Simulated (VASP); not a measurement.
Write the native input for VASP 6.6.1 that does the following.

```
Task                   : relaxation of cell and atoms
Functional             : PBEsol
Potentials or basis    : VASP PAW PBE potentials, release 64 (P)
Cutoff                 : 600 eV
k mesh                 : 15 × 15 × 8
Occupations            : gaussian, width 0.1 eV
Spin                   : no spin polarisation
Dipole correction      : no
Further INCAR settings : ALGO = Normal; EDIFF = 1e-07; IBRION = 2; EDIFFG = -0.01; NSW = 100; ISIF = 3
```

The structure of P lies in POSCAR:

```
P
1.0
    3.3446280522      0.0000000000      0.0000000000
   -1.6723140261      2.8965328595      0.0000000000
    0.0000000000      0.0000000000      6.0149276618
P
4
Direct
    0.0000000000      0.0000000000      0.0000000000
    0.0000000000      0.0000000000      0.5000000000
    0.3333333333      0.6666666667      0.7500000000
    0.6666666667      0.3333333333      0.2500000000
```

This isn't the form of P at room conditions, which is orthorhombic.

One way to write it, as run:

INCAR

```
PREC = Accurate ; ENCUT = 600
EDIFF = 1E-7 ; ISMEAR = 0
SIGMA = 0.1 ; LREAL = F
LASPH = T ; NELM = 100
ALGO = Normal ; ISIF = 3
LWAVE = F ; LCHARG = F
GGA = PS ; IBRION = 2
NSW = 100 ; EDIFFG = -0.01
```

KPOINTS

```
Automatic mesh
0
Gamma
  15 15 8
```

Potentials or basis: VASP PAW PBE potentials, release 64 (P).

The run is started by

```console
$ cat potpaw_PBE.64/P/POTCAR > POTCAR
$ mpirun -np 1 vasp_std > vasp.out
```

It gave:

The relaxed volume is 14.58 Å³/atom, the relaxed cell is a = 3.299 Å, b = 3.299 Å, c = 6.188 Å, α = 90.00°, β = 90.00°, γ = 120.00° and the space group after relaxing (to 0.1 Å) is P6_3/mmc (No. 194). The energy gained by relaxing is 9.8 meV/atom and the ionic steps are 6. The pressure after relaxing is 0.0 GPa and the band gap on the k mesh is zero (bands 10 and 11 overlap by 2.47 eV).

Caveat: the PAW data sets were made with another functional, which shifts forces and pressure a little.

Wall time 5.3 min on 1 thread of Intel(R) Xeon(R) Platinum 8259CL CPU @ 2.50GHz (Skylake/Cascade Lake) (shared host), peak memory 0.25 GiB.
